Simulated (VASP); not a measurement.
Wanted: the native input for a VASP 6.6.1 run.

```
Task                   : relaxation of cell and atoms
Functional             : PBE
Potentials or basis    : VASP PAW PBE potentials, release 64 (Pb_d, Te)
Cutoff                 : 600 eV
k mesh                 : 9 × 9 × 9
Occupations            : fermi-dirac, width 0.02 eV
Spin                   : no spin polarisation
Dipole correction      : no
Further INCAR settings : ALGO = Normal; EDIFF = 1e-06; IBRION = 2; EDIFFG = -0.005; NSW = 60; ISIF = 3
```

The structure of TePb (rocksalt type) lies in POSCAR:

```
TePb
1.0
    0.0000000000      3.0853790180      3.0853790180
    3.0853790180      0.0000000000      3.0853790180
    3.0853790180      3.0853790180      0.0000000000
Pb Te
1 1
Direct
    0.0000000000      0.0000000000      0.0000000000
    0.5000000000      0.5000000000      0.5000000000
```

These files were run (other wordings do the same):

INCAR

```
PREC = Accurate ; ENCUT = 600
EDIFF = 1E-6 ; ISMEAR = -1
SIGMA = 0.02 ; LREAL = F
LASPH = T ; NELM = 100
ALGO = Normal ; ISIF = 3
LWAVE = F ; LCHARG = F
GGA = PE ; IBRION = 2
NSW = 60 ; EDIFFG = -0.005
```

KPOINTS

```
regular mesh
0
Gamma
  9 9 9
```

Potentials or basis: VASP PAW PBE potentials, release 64 (Pb_d, Te).

Command:

```bash
$ cat potpaw_PBE.64/Pb_d/POTCAR potpaw_PBE.64/Te/POTCAR > POTCAR
$ mpirun -np 1 vasp_std > vasp.out
```

It gave:

```yaml
Relaxed_volume: 35.39 Å³/atom
Relaxed_cell: a = 4.643 Å, b = 4.643 Å, c = 4.643 Å, α = 60.00°, β = 60.00°, γ = 60.00°
Space_group_after_relaxing_to_0.05_Å: Fm-3m (No. 225)
Energy_gained_by_relaxing: 174.7 meV/atom
Ionic_steps: 5
Pressure_after_relaxing: 0.0 GPa
```

Caveat: the volume moved by over 15 % at a fixed basis, so the end points are rough.

Wall time 43 s on 1 thread of Intel(R) Xeon(R) 6975P-C (Granite Rapids), on a shared host, peak memory 0.23 GiB.
